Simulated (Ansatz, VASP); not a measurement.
**One calculation of Sb, two programs**

Contents of INCAR:

```
PREC = Accurate
ENCUT = 520
EDIFF = 1E-6
ISMEAR = -1
SIGMA = 0.08
LREAL = False
LASPH = True
NELM = 80
ALGO = Normal
ISIF = 2
LWAVE = False
LCHARG = True
GGA = CA
LELF = True
LVHAR = True
NBANDS = 12
```

KPOINTS

```
Automatic mesh
0
Gamma
  14 14 8
```

File POSCAR:

```
Sb
1.0
    1.6492625101     -2.8566064624      0.0000000000
    1.6492625100      2.8566064624      0.0000000000
    0.0000000000      0.0000000000      5.4548007447
Sb
2
Direct
    0.6666666670      0.3333333330      0.2500000000
    0.3333333330      0.6666666670      0.7500000000
```

Input for Ansatz:

```yaml
crystal:
  lattice:
    - [1.6492625101, -2.8566064624, 0.0]
    - [1.64926251, 2.8566064624, 0.0]
    - [0.0, 0.0, 5.4548007447]
  atoms:
    - { symbol: Sb, position: [0.666666667, 0.333333333, 0.25] }
    - { symbol: Sb, position: [0.333333333, 0.666666667, 0.75] }
kpoints:
  mp_grid: { grid: [14, 14, 8] }
scf:
  occupations: { method: fermi_dirac, width: 0.08 }
hamiltonian:
  xc: lda
  pseudopotentials: { kind: all_electron, lapw: { basis_error: 0.001 } }
output:
  forces: true
  stress: true
  eigenvalues: true
```

Alike in both runs: task single point; functional LDA; k mesh 14 × 14 × 8; occupations fermi-dirac, width 0.08 eV; no spin polarisation.

```csv
,VASP,Ansatz
version,VASP 6.6.1,Ansatz 0.2.0
potentials or method,"VASP PAW LDA potentials, release 64 (Sb), cutoff 520 eV","all-electron LAPW, scalar-relativistic"
```

```tsv
	VASP	Ansatz	Ansatz less VASP
pressure (GPa)	0.1	0.0	-0.08
traceless stress, the component that is largest in VASP (GPa)	-0.27	-0.26	+0.004
```

LDA's correlation is that of Perdew and Zunger in VASP and of Perdew and Wang (1992) in Ansatz. Ansatz ran all-electron here, and VASP with PAW potentials.

Neither program's run includes spin-orbit coupling.
